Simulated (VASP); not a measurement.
# CoSi2 (Fm-3m) in VASP: a series of runs, part 2 of 2

VASP 6.6.1.

## Step 5: Single point, PBE, collinear spin, ferromagnetic start

Contents of INCAR:

```
PREC = Accurate ; ENCUT = 600
EDIFF = 1E-6 ; ISMEAR = -1
SIGMA = 0.05 ; LREAL = False
LASPH = True ; NELM = 200
ALGO = Normal ; ISIF = 2
LWAVE = False ; LCHARG = True
ISPIN = 2 ; MAGMOM = 2.5 0 0
LORBIT = 11 ; NUPDOWN = 2.5
LMAXMIX = 4 ; GGA = PE
LELF = True ; LVHAR = True
NBANDS = 24 ; GGA_COMPAT = False
```

Contents of KPOINTS:

```
Automatic mesh
0
Gamma
  7 7 7
```

Contents of POSCAR:

```
CoSi2
1.0
    0.0000000000      2.6780000000      2.6780000000
    2.6780000000      0.0000000000      2.6780000000
    2.6780000000      2.6780000000      0.0000000000
Co Si
1 2
Direct
    0.0000000000      0.0000000000      0.0000000000
    0.7500000000      0.7500000000      0.7500000000
    0.2500000000      0.2500000000      0.2500000000
```

Potentials or basis: VASP PAW PBE potentials, release 64 (Co_sv, Si).

On the command line:

```bash
cat potpaw_PBE.64/Co_sv/POTCAR potpaw_PBE.64/Si/POTCAR > POTCAR
mpirun -np 1 vasp_std > vasp.out
```

OUTCAR:

```text
PREC = Accurate
   ENCUT = 600
   EDIFF = 1E-6
   ISMEAR = -1
   LREAL = False
   LASPH = True
   NELM = 200
   ISIF = 2
   ISPIN = 2
   LORBIT = 11
   NUPDOWN = 2.5
   GGA = PE

 ion  position               nearest neighbor table
   1  0.000  0.000  0.000-   2 2.32   3 2.32   2 2.32   2 2.32   3 2.32   2 2.32   3 2.32   3 2.32

   2  0.750  0.750  0.750-   1 2.32   1 2.32   1 2.32   1 2.32   3 2.68   3 2.68   3 2.68   3 2.68
                             3 2.68   3 2.68
   3  0.250  0.250  0.250-   1 2.32   1 2.32   1 2.32   1 2.32   2 2.68   2 2.68   2 2.68   2 2.68
                             2 2.68   2 2.68

  LATTYP: Found a face centered cubic cell.
 ALAT       =     5.3560000000

  Lattice vectors:

 A1 = (   0.0000000000,   2.6780000000,   2.6780000000)
 A2 = (   2.6780000000,   0.0000000000,   2.6780000000)
 A3 = (   2.6780000000,   2.6780000000,   0.0000000000)

Analysis of symmetry for initial positions (statically):
=====================================================================
 Subroutine PRICEL returns:
 Original cell was already a primitive cell.

 Routine SETGRP: Setting up the symmetry group for a
 face centered cubic supercell.

 Subroutine GETGRP returns: Found 48 space group operations
 (whereof 48 operations were pure point group operations)
 out of a pool of 48 trial point group operations.

The static configuration has the point symmetry O_h .

Analysis of symmetry for dynamics (positions and initial velocities):
=====================================================================
 Subroutine PRICEL returns:
 Original cell was already a primitive cell.

 Routine SETGRP: Setting up the symmetry group for a
 face centered cubic supercell.

 Subroutine GETGRP returns: Found 48 space group operations
 (whereof 48 operations were pure point group operations)
 out of a pool of 48 trial point group operations.

The dynamic configuration has the point symmetry O_h .

Analysis of structural, dynamic, and magnetic symmetry:
=====================================================================
 Subroutine PRICEL returns:
 Original cell was already a primitive cell.

 Routine SETGRP: Setting up the symmetry group for a
 face centered cubic supercell.

 Subroutine GETGRP returns: Found 48 space group operations
 (whereof 48 operations were pure point group operations)
 out of a pool of 48 trial point group operations.

The overall configuration has the point symmetry O_h .

 Subroutine INISYM returns: Found 48 space group operations
 (whereof 48 operations are pure point group operations),
 and found     1 'primitive' translations

----------------------------------------------------------------------------------------

                                     Primitive cell

  volume of cell :      38.4115

  direct lattice vectors                    reciprocal lattice vectors
     0.000000000  2.678000000  2.678000000    -0.186706497  0.186706497  0.186706497
     2.678000000  0.000000000  2.678000000     0.186706497 -0.186706497  0.186706497
     2.678000000  2.678000000  0.000000000     0.186706497  0.186706497 -0.186706497

  length of vectors
     3.787263920  3.787263920  3.787263920     0.323385140  0.323385140  0.323385140

[... 72 lines left out ...]
   LNONCOLLINEAR =      F non collinear calculations
   LSORBIT =      F    spin-orbit coupling
   LASPH  =      T    aspherical Exc in radial PAW
   ENCUT  =  600.0 eV  44.10 Ry    6.64 a.u.   7.56  7.56  7.56*2*pi/ulx,y,z
   NELM   =    200;   NELMIN=  2; NELMDL= -5     # of ELM steps
   EDIFF  = 0.1E-05   stopping-criterion for ELM
   LREAL  =      F    real-space projection
   EDIFFG = 0.1E-04   stopping-criterion for IOM
   NSW    =      0    number of steps for IOM
   IBRION =     -1    ionic relax: 0-MD 1-quasi-New 2-CG
   NFREE  =      0    steps in history (QN), initial steepest desc. (CG)
   ISIF   =      2    stress and relaxation
   ISYM   =      2    0-nonsym 1-usesym 2-fastsym
   POTIM  = 0.5000    time-step for ionic-motion
   TEBEG  =    0.0;   TEEND  =   0.0 temperature during run
   PSTRESS=    0.0 pullay stress
   NELECT =      25.0000    total number of electrons
   NUPDOWN=       2.5000    fix difference up-down
   EMIN   =  10.00;   EMAX   =-10.00  energy-range for DOS
   EFERMI =   0.00;   METHOD = LEGACY
   ISMEAR =    -1;   SIGMA  =   0.05  broadening in eV -4-tet -1-fermi 0-gaus
   EFERMI_NEDOS =   21; number of points for ismear=-14 and -15
   IALGO  =     38    algorithm
   IMIX   =      4    mixing-type and parameters
     AMIX     =   0.40;   BMIX     =  1.00
     AMIX_MAG =   1.60;   BMIX_MAG =  1.00
  volume/ion in A,a.u.               =      12.80        86.40
  Fermi-wavevector in a.u.,A,eV,Ry     =   1.418734  2.681018 27.385884  2.012806
  Thomas-Fermi vector in A             =   2.539828
   LORBIT       =     11    0 simple, 1 ext, 2 COOP (PROOUT), +10 PAW based schemes
   GGA     = PE    functional components
   LHFCALC =     F    Hartree Fock is set to
   AEXX    =    0.0000 exact exchange contribution
   IVDW    =     0    specifies the selected vdW correction
   LEPSILON=     F    determine dielectric tensor
   LRPA    =     F    only Hartree local field effects (RPA)
 spin polarized calculation
  energy-cutoff  :      600.00
  volume of cell :       38.41
 maximum number of plane-waves:      1307
 NGX is ok and might be reduce to    30
   NGX = 15   NGY = 15   NGZ = 15

 number of electron      24.9999979 magnetization       2.4999998

 Free energy of the ion-electron system (eV)
  ---------------------------------------------------
  ext. energy  EPLUGINS =         0.00000000
  ---------------------------------------------------
  free energy    TOTEN  =       -17.06675033 eV

  energy without entropy =      -17.04628248  energy(sigma->0) =      -17.05651641

 E-fermi :   9.7103     XC(G=0): -11.8929

 val. band max:       12.8100857901   @ k =  -0.2857   0.4286   0.1429
 cond. band min:       9.8108813039   @ k =  -0.4286   0.2857   0.0000
 fundamental gap:     -2.9992044862
 Fermi energy:        12.8183159557

 spin component 1

 k-point     1 :       0.0000    0.0000    0.0000
  band No.  band energies     occupation
      1     -85.4452      1.00000
      2     -48.7310      1.00000
      3     -48.7310      1.00000
      4     -48.7310      1.00000
      5      -2.7991      1.00000
      6       5.8229      1.00000
[... 529 lines left out ...]
     23      24.9165      0.00000
     24      27.9336      0.00000
 Fermi energy:         9.7103268483

 spin component 2

 k-point     1 :       0.0000    0.0000    0.0000
  band No.  band energies     occupation
      1     -83.8264      1.00000
      2     -47.1570      1.00000
      3     -47.1570      1.00000
      4     -47.1570      1.00000
      5      -2.2561      1.00000
      6       6.7631      1.00000
[... 529 lines left out ...]
     23      25.5393      0.00000
     24      28.5233      0.00000

------------------------ aborting loop because EDIFF is reached ----------------------------------------

  FORCE on cell =-STRESS in cart. coord.  units (eV):
  Direction    XX          YY          ZZ          XY          YZ          ZX
  --------------------------------------------------------------------------------------
  -------------------------------------------------------------------------------------
  Total        4.5173327      4.5173327      4.5173327      0.0000000      0.0000000     -0.0000000
  in kB      188.4217115    188.4217115    188.4217115      0.0000000      0.0000000     -0.0000000
  external PRESSURE =     188.4217115 kB  Pullay stress =       0.0000000 kB

 VOLUME and BASIS-vectors are now :
 -----------------------------------------------------------------------------
  energy-cutoff  :      600.00
  volume of cell :       38.41
      direct lattice vectors                 reciprocal lattice vectors
     0.000000000  2.678000000  2.678000000    -0.186706497  0.186706497  0.186706497
     2.678000000  0.000000000  2.678000000     0.186706497 -0.186706497  0.186706497
     2.678000000  2.678000000  0.000000000     0.186706497  0.186706497 -0.186706497

 POSITION                                       TOTAL-FORCE (eV/Angst)
 -----------------------------------------------------------------------------------
      0.00000      0.00000      0.00000        -0.000000     -0.000000     -0.000000
      4.01700      4.01700      4.01700        -0.000000     -0.000000     -0.000000
      1.33900      1.33900      1.33900         0.000000      0.000000      0.000000
 -----------------------------------------------------------------------------------
    total drift:                                0.000000     -0.000000     -0.000000

  FREE ENERGIE OF THE ION-ELECTRON SYSTEM (eV)
  ---------------------------------------------------
  free  energy   TOTEN  =       -17.0667503306 eV

  energy  without entropy=      -17.0462824801  energy(sigma->0) =      -17.05651641

 total charge

# of ion       s       p       d       tot
------------------------------------------
    1        2.270   6.171   6.821  15.262
    2        0.782   0.858   0.000   1.640
    3        0.782   0.858   0.000   1.640
--------------------------------------------------
tot          3.834   7.888   6.821  18.542

 magnetization (x)

# of ion       s       p       d       tot
------------------------------------------
    1        0.014   0.070   1.298   1.383
    2        0.084   0.123   0.000   0.207
    3        0.084   0.123   0.000   0.207
--------------------------------------------------
tot          0.182   0.316   1.298   1.796
```

stdout:

```text
POSCAR found type information on POSCAR CoSi
 POSCAR found :  2 types and       3 ions
 scaLAPACK will be used
 LDA part: xc-table for (Slater+PW92), standard interpolation
 POSCAR, INCAR and KPOINTS ok, starting setup
 FFT: planning ... GRIDC
 FFT: planning ... GRID_SOFT
 FFT: planning ... GRID
 WAVECAR not read
 entering main loop
```

Run time: 30 s. Hardware: 1 thread of Intel Xeon Platinum 8559C (Emerald Rapids), shared host; peak memory 0.2 GiB.

What came out:

```
Free energy                                           : -17.0668 eV
Pressure                                              : 18.8 GPa
Net moment                                            : 2.50 μB per cell
Site moments                                          : Co +1.38; Si +0.21 μB
Valence electrons inside the program's atomic spheres : Co 15.26; Si 1.64
```

Caveat: the total moment is fixed, so each spin has its own Fermi level.

## Step 6: The runs side by side

| level | fixed moment (μB) | pressure (GPa) | moment (μB) |
| --- | --- | --- | --- |
| PBEsol | 2.5 | 14.2 | 2.50 |
| PBE | 3.0 | 24.3 | 3.00 |
| PBE | 2.5 | 18.8 | 2.50 |

Alike in all rows: task single point; potentials or basis VASP PAW PBE potentials, release 64 (Co_sv, Si); spin collinear, ferromagnetic start; cell as given; k mesh 7 × 7 × 7; cutoff (eV) 600; smearing fermi-dirac 0.05 eV.

The pressure there spans 14.2 GPa (PBEsol) to 24.3 GPa (PBE); a positive pressure means that this level wants a larger cell, a negative one a smaller.

Caveats: the total moment is fixed, so each spin has its own Fermi level; the PAW data sets were made with another functional, which shifts forces and pressure a little (some runs).

Absolute energies hang on the potentials; compare differences alone.
